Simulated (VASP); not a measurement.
# Zr3CdC (Pm-3m) in VASP: further runs, part 2 of 2

VASP 6.6.1.

### Step 5. Single point, PBE (19.69 Å³/atom)

This run uses another cell than the first one, of 19.69 Å³/atom.

INCAR reads:

```
  PREC = Accurate
  ENCUT = 520
  EDIFF = 1E-6
  ISMEAR = 0
  SIGMA = 0.1
  LREAL = F
  LASPH = T
  NELM = 80
  ALGO = Normal
  ISIF = 2
  LWAVE = F
  LCHARG = F
  GGA = PE
  NBANDS = 34
```

KPOINTS reads:

```
regular mesh
0
Gamma
  8 8 8
```

POSCAR reads:

```
Zr3CdC
1.0
    4.6173754840      0.0000000000      0.0000000000
    0.0000000000      4.6173754840      0.0000000000
    0.0000000000      0.0000000000      4.6173754840
Zr Cd C
3 1 1
Direct
    0.0000000000      0.5000000000      0.5000000000
    0.5000000000      0.0000000000      0.5000000000
    0.5000000000      0.5000000000      0.0000000000
    0.0000000000      0.0000000000      0.0000000000
    0.5000000000      0.5000000000      0.5000000000
```

Potentials or basis: VASP PAW PBE potentials, release 64 (Zr_sv, Cd, C).

On the command line:

```console
$ cat potpaw_PBE.64/Zr_sv/POTCAR potpaw_PBE.64/Cd/POTCAR potpaw_PBE.64/C/POTCAR > POTCAR
$ mpirun -np 1 vasp_std > vasp.out
```

OUTCAR:

```text
PREC = Accurate
   ENCUT = 520
   EDIFF = 1E-6
   ISMEAR = 0
   LREAL = F
   LASPH = T
   NELM = 80
   ISIF = 2
   GGA = PE

 ion  position               nearest neighbor table
   1  0.000  0.500  0.500-   5 2.31   5 2.31   4 3.26   2 3.26   3 3.26   4 3.26   2 3.26   4 3.26
                             4 3.26   2 3.26   3 3.26   3 3.26   3 3.26   2 3.26
   2  0.500  0.000  0.500-   5 2.31   5 2.31   4 3.26   1 3.26   3 3.26   4 3.26   1 3.26   3 3.26
                             3 3.26   3 3.26   1 3.26   4 3.26   4 3.26   1 3.26
   3  0.500  0.500  0.000-   5 2.31   5 2.31   4 3.26   1 3.26   1 3.26   2 3.26   2 3.26   2 3.26
                             4 3.26   2 3.26   1 3.26   4 3.26   1 3.26   4 3.26
   4  0.000  0.000  0.000-   1 3.26   2 3.26   3 3.26   1 3.26   2 3.26   1 3.26   3 3.26   1 3.26
                             2 3.26   3 3.26   2 3.26   3 3.26
   5  0.500  0.500  0.500-   1 2.31   2 2.31   3 2.31   3 2.31   2 2.31   1 2.31

  LATTYP: Found a simple cubic cell.
 ALAT       =     4.6173754840

  Lattice vectors:

 A1 = (   4.6173754840,   0.0000000000,   0.0000000000)
 A2 = (   0.0000000000,   4.6173754840,   0.0000000000)
 A3 = (   0.0000000000,   0.0000000000,   4.6173754840)

Analysis of symmetry for initial positions (statically):
[... 183 lines left out ...]
 cond. band min:       7.2998009631   @ k =   0.3750   0.2500   0.1250
 fundamental gap:      0.0959544485
 Fermi energy:         7.2761069542

 k-point     1 :       0.0000    0.0000    0.0000
  band No.  band energies     occupation
      1     -41.6715      2.00000
      2     -41.5554      2.00000
      3     -41.5554      2.00000
      4     -19.9465      2.00000
      5     -19.9465      2.00000
      6     -19.9465      2.00000
[... 877 lines left out ...]
     33      10.2087      0.00000
     34      10.6710      0.00000

 [... further k-points ...]

------------------------ aborting loop because EDIFF is reached ----------------------------------------

  FORCE on cell =-STRESS in cart. coord.  units (eV):
  Direction    XX          YY          ZZ          XY          YZ          ZX
  --------------------------------------------------------------------------------------
  -------------------------------------------------------------------------------------
  Total       -2.1471596     -2.1471596     -2.1471596      0.0000000      0.0000000     -0.0000000
  in kB      -34.9453444    -34.9453444    -34.9453444      0.0000000      0.0000000     -0.0000000
  external PRESSURE =     -34.9453444 kB  Pullay stress =       0.0000000 kB

 VOLUME and BASIS-vectors are now :
 -----------------------------------------------------------------------------
  energy-cutoff  :      520.00
  volume of cell :       98.44
      direct lattice vectors                 reciprocal lattice vectors
     4.617375484  0.000000000  0.000000000     0.216573247  0.000000000  0.000000000
     0.000000000  4.617375484  0.000000000     0.000000000  0.216573247  0.000000000
     0.000000000  0.000000000  4.617375484     0.000000000  0.000000000  0.216573247

 POSITION                                       TOTAL-FORCE (eV/Angst)
 -----------------------------------------------------------------------------------
      0.00000      2.30869      2.30869         0.000000      0.000000      0.000000
      2.30869      0.00000      2.30869         0.000000      0.000000      0.000000
      2.30869      2.30869      0.00000         0.000000      0.000000      0.000000
      0.00000      0.00000      0.00000         0.000000      0.000000      0.000000
      2.30869      2.30869      2.30869         0.000000      0.000000      0.000000
 -----------------------------------------------------------------------------------
    total drift:                                0.000000      0.000000      0.000000

  FREE ENERGIE OF THE ION-ELECTRON SYSTEM (eV)
  ---------------------------------------------------
  free  energy   TOTEN  =       -37.7906642523 eV

  energy  without entropy=      -37.7774962105  energy(sigma->0) =      -37.78408023
```

OSZICAR:

```text
N       E                     dE             d eps       ncg     rms          rms(c)
DAV:   1     0.511568050660E+03    0.51157E+03   -0.27867E+04  2388   0.153E+03
DAV:   2    -0.323453258165E+01   -0.51480E+03   -0.50159E+03  2666   0.446E+02
DAV:   3    -0.419194146490E+02   -0.38685E+02   -0.38178E+02  3746   0.102E+02
DAV:   4    -0.444520239307E+02   -0.25326E+01   -0.25255E+01  3416   0.217E+01
DAV:   5    -0.445516690194E+02   -0.99645E-01   -0.99625E-01  3450   0.379E+00    0.242E+01
DAV:   6    -0.378796339401E+02    0.66720E+01   -0.34491E+01  3044   0.252E+01    0.889E+00
DAV:   7    -0.378401756747E+02    0.39458E-01   -0.27449E+00  3480   0.625E+00    0.465E+00
DAV:   8    -0.378056652536E+02    0.34510E-01   -0.49782E-01  2868   0.273E+00    0.111E+00
DAV:   9    -0.377940252658E+02    0.11640E-01   -0.19234E-01  3084   0.140E+00    0.601E-01
DAV:  10    -0.377904459271E+02    0.35793E-02   -0.25363E-02  3060   0.660E-01    0.136E-01
DAV:  11    -0.377906681501E+02   -0.22222E-03   -0.12950E-03  3040   0.205E-01    0.431E-02
DAV:  12    -0.377906677896E+02    0.36044E-06   -0.99687E-05  3308   0.445E-02    0.169E-02
DAV:  13    -0.377906634305E+02    0.43591E-05   -0.25258E-05  2998   0.181E-02    0.461E-03
DAV:  14    -0.377906642523E+02   -0.82181E-06   -0.18916E-06  2150   0.712E-03
   1 F= -.37790664E+02 E0= -.37784080E+02  d E =-.131680E-01
```

stdout:

```text
POSCAR found type information on POSCAR ZrCdC
 POSCAR found :  3 types and       5 ions
 scaLAPACK will be used
 LDA part: xc-table for (Slater+PW92), standard interpolation
 POSCAR, INCAR and KPOINTS ok, starting setup
 FFT: planning ... GRIDC
 FFT: planning ... GRID_SOFT
 FFT: planning ... GRID
 WAVECAR not read
 entering main loop
```

Wall time 60 s (1 thread of Intel Xeon 6975P-C (Granite Rapids), shared host); peak memory 0.26 GiB.

What came out:

* Free energy: -37.7907 eV
* Pressure: -3.5 GPa
* Band gap on the k mesh: zero (bands 26 and 27 overlap by 1.80 eV)

Caveat: the cell stands under tension.

### Step 6. The runs side by side

| cell | k mesh | gap on the mesh (eV) | pressure (GPa) |
| --- | --- | --- | --- |
| a = 4.336 Å, 5 atoms | 4 × 4 × 4 | none | 28.6 |
| a = 4.570 Å, 5 atoms | 4 × 4 × 4 | none | 0.3 |
| a = 4.572 Å, 5 atoms | 8 × 8 × 8 | none | 0.2 |
| a = 4.617 Å, 5 atoms | 8 × 8 × 8 | none | -3.5 |

Alike in all rows: task single point; level PBE; potentials or basis VASP PAW PBE potentials, release 64 (Zr_sv, Cd, C); no spin polarisation; cutoff (eV) 520; smearing gaussian 0.1 eV.

Caveats: some runs use coarse meshes; the cell stands under tension (at least some runs).

Total energies depend on the potentials used, so only differences within one code and one set of settings carry meaning.

The gap in the log of VASP goes by the Fermi energy; the results here count the filled bands.